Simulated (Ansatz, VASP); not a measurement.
Two plane-wave programs on Ru

The input INCAR:

```
PREC     = Accurate       # precision mode
ENCUT    = 520            # plane-wave cutoff, eV
EDIFF    = 1E-7           # SCF threshold, eV
ISMEAR   = 0              # smearing method
SIGMA    = 0.15           # smearing width, eV
LREAL    = False          # projectors in reciprocal space
LASPH    = True           # aspherical terms in the spheres
NELM     = 100            # most SCF steps
ALGO     = Fast           # electronic algorithm
ISIF     = 2              # what is computed and relaxed
LWAVE    = False          # write WAVECAR
LCHARG   = False          # write CHGCAR
GGA      = PE             # functional
NBANDS   = 13             # bands
```

KPOINTS

```
Automatic mesh
0
Gamma
  22 22 22
```

The input POSCAR:

```
Ru
1.0
    0.0000000000      2.0578562278      1.7633770016
    2.0578562278      0.0000000000      1.7633770016
    2.0578562278      2.0578562278      0.0000000000
Ru
1
Direct
    0.0000000000      0.0000000000      0.0000000000
```

Input for Ansatz:

```yaml
crystal:
  lattice:
    - [0.0, 2.0578562278, 1.7633770016]
    - [2.0578562278, 0.0, 1.7633770016]
    - [2.0578562278, 2.0578562278, 0.0]
  atoms:
    - { symbol: Ru, position: [0.0, 0.0, 0.0] }
basis:
  ecutwfc: 420
kpoints:
  mp_grid: { grid: [22, 22, 22] }
hamiltonian:
  xc: pbe
scf:
  occupations: { method: gaussian, width: 0.15 }
output:
  forces: true
  stress: true
  eigenvalues: true
```

Alike in both runs: task single point; functional PBE; k mesh 22 × 22 × 22; occupations gaussian, width 0.15 eV; no spin polarisation.

|  | VASP | Ansatz |
| --- | --- | --- |
| version | VASP 6.6.1 | Ansatz 0.2.0 |
| potentials or method | VASP PAW PBE potentials, release 64 (Ru_pv), cutoff 520 eV | scalar-relativistic, plane waves, PAW |
| valence electrons in the cell | 14 | 16 |

|  | VASP | Ansatz | Ansatz less VASP |
| --- | --- | --- | --- |
| gap on the k mesh at the Fermi level (eV) | none | none | - |
| pressure (GPa) | -16.9 | -16.8 | +0.15 |
| traceless stress, the component that is largest in VASP (GPa) | 20.50 | 20.54 | +0.040 |

A gap of «none» marks a metal or a gap that the smearing closes. With one functional, cell and mesh, what is left measures potentials, basis and numerics. VASP's potentials hold 14 valence electrons a cell and Ansatz's 16, so a difference there can come from the potentials and not from the codes.
